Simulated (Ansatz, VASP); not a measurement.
## One calculation of CdS, two programs

```xyz
2
Lattice="0.0000 2.9165 2.9165 2.9165 0.0000 2.9165 2.9165 2.9165 0.0000" Properties=species:S:1:pos:R:3 pbc="T T T"
Cd    0.0000    0.0000    0.0000
S     1.4583    1.4583    1.4583
```

Alike in both runs: task single point; functional r2SCAN; k mesh 2 × 2 × 2; no spin polarisation.

|  | VASP | Ansatz |
| --- | --- | --- |
| version | VASP 6.6.1 | Ansatz 0.2.0 |
| potentials or method | VASP PAW PBE potentials, release 64 (Cd, S), cutoff 520 eV | plane waves, PAW |
| occupations | gaussian, width 0.01 eV | fixed |
| valence electrons in the cell | 18 | 26 |

```csv
,VASP,Ansatz,Ansatz less VASP
gap on the k mesh at the Fermi level (eV),1.43,1.43,+0.004
```

VASP's potentials were made for PBE, not for r2SCAN. VASP's potentials hold 18 valence electrons a cell and Ansatz's 26, so a difference there can come from the potentials and not from the codes.

The k mesh is coarse, so the values compare programs but aren't converged.
